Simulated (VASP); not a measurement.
# B6Br: relaxation of cell and atoms with PBE

Crystal: B6Br.

```xyz
7
Lattice="4.5198 0.0000 0.0000 0.0000 4.5198 0.0000 0.0000 0.0000 4.5198" Properties=species:S:1:pos:R:3 pbc="T T T"
B     0.9492    2.2599    2.2599
B     2.2599    0.9492    2.2599
B     3.5706    2.2599    2.2599
B     2.2599    3.5706    2.2599
B     2.2599    2.2599    0.9492
B     2.2599    2.2599    3.5706
Br    0.0000    0.0000    0.0000
```

The cell was generated, and may not be a known phase.

| Item | Value |
| --- | --- |
| Program | VASP 6.6.1 |
| Task | relaxation of cell and atoms |
| Functional | PBE |
| Potentials or basis | VASP PAW PBE potentials, release 64 (B, Br) |
| Cutoff | 600 eV |
| k mesh | 4 × 4 × 4 |
| Occupations | gaussian, width 0.1 eV |
| Spin | no spin polarisation |
| Dipole correction | no |
| Further INCAR settings | ALGO = Normal; EDIFF = 1e-06; IBRION = 2; EDIFFG = -0.04; NSW = 90; ISIF = 3 |

- Relaxed volume: 10.86 Å³/atom
- Relaxed cell: a = 4.236 Å, b = 4.236 Å, c = 4.236 Å, α = 90.00°, β = 90.00°, γ = 90.00°
- Space group after relaxing (to 0.1 Å): Pm-3m (No. 221)
- Energy gained by relaxing: 185.7 meV/atom
- Ionic steps: 7
- Pressure after relaxing: 0.4 GPa
- Largest force after relaxing: 0.033 eV/Å
- Band gap on the k mesh: zero (an odd number of electrons rules out a gap without spin polarisation)

Forces in eV/Å, atoms in the order of the input:
```
B    0.033  0.000  0.000
B    0.000  0.033  0.000
B   -0.033  0.000  0.000
B    0.000 -0.033  0.000
B    0.000  0.000  0.033
B    0.000  0.000 -0.033
Br   0.000  0.000  0.000
```

The path:
| step | energy change (eV) | largest force (eV/Å) | pressure (GPa) | volume (Å³) |
| --- | --- | --- | --- | --- |
| 1 | 0.0000 | 1.6072 | -16.04 | 92.33 |
| 2 | -1.2291 | 1.2441 | 0.52 | 75.79 |
| 3 | -1.2686 | 0.5721 | -3.05 | 77.90 |
| 4 | -1.2486 | 0.9513 | 2.98 | 74.91 |
| 5 | -1.2995 | 0.0727 | -0.60 | 76.56 |
| 6 | -1.2995 | 0.0858 | -0.55 | 76.53 |
| 7 | -1.3002 | 0.0330 | 0.37 | 75.99 |

Final structure:
```
B Br
1.0
     4.23567    0.00000    0.00000
     0.00000    4.23567    0.00000
     0.00000    0.00000    4.23567
B Br
6 1
Direct
  0.19724 0.50000 0.50000
  0.50000 0.19724 0.50000
  0.80276 0.50000 0.50000
  0.50000 0.80276 0.50000
  0.50000 0.50000 0.19724
  0.50000 0.50000 0.80276
  0.00000 0.00000 0.00000
```

Levels at points of the mesh, in eV from the Fermi level:
```
           k point  band 9  band 10  band 11  band 12  band 13  band 14  band 15  band 16
(0.00, 0.00, 0.00)   -1.48    -1.48    -1.48     0.65     0.65     0.65     3.48     3.48
(0.50, 0.00, 0.00)   -3.37    -1.23    -0.91     0.31     0.31     0.80     1.92     4.94
(0.50, 0.50, 0.00)   -1.82    -1.82    -1.51    -1.51    -0.96    -0.96     5.25     5.25
(0.50, 0.50, 0.50)   -0.64    -0.64    -0.64     0.60     0.60     0.60     6.74     8.15
```

Wall time 77 s on 1 thread of Intel(R) Xeon(R) Platinum 8488C (Sapphire Rapids) (shared host), peak memory 0.21 GiB.

Caveat: the volume moved by over 15 % at a fixed basis, so the end points are rough; an odd number of electrons without spin polarisation forces a metal; a magnetic or distorted state may lie lower.
